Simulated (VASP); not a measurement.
Ge, 1 atom in the cell. The structure is cubic, space group Pm-3m (No. 221). The conventional cell has a = 2.668 Å, b = 2.668 Å, c = 2.668 Å, α = 90.00°, β = 90.00°, γ = 90.00°. Within 3.5 Å of Ge (site symmetry m-3m) lie 6 Ge at 2.67 Å. This isn't the form of Ge at room conditions, which is diamond.

* Program: VASP 6.6.1
* Task: relaxation of cell and atoms
* Functional: PBEsol
* Potentials or basis: VASP PAW PBE potentials, release 64 (Ge_d)
* Cutoff: 600 eV
* k mesh: 16 × 16 × 16
* Occupations: methfessel-paxton, width 0.05 eV
* Spin: no spin polarisation
* Dipole correction: no
* Further INCAR settings: ALGO = Normal; EDIFF = 1e-06; IBRION = 2; EDIFFG = -0.03; NSW = 80; ISIF = 3

Potentials or basis: VASP PAW PBE potentials, release 64 (Ge_d).

Command:

```sh
$ cat potpaw_PBE.64/Ge_d/POTCAR > POTCAR
$ mpirun -np 1 vasp_std > vasp.out
```

Hardware: 1 thread of Intel Xeon 8259CL (shared host).

Task: Estimate the wall time of this run.

Result: Run time: 20 s on 1 thread of Intel Xeon 8259CL (shared host), peak memory 0.17 GiB. Counts: scf iterations 10, k points 165, ion steps 1.
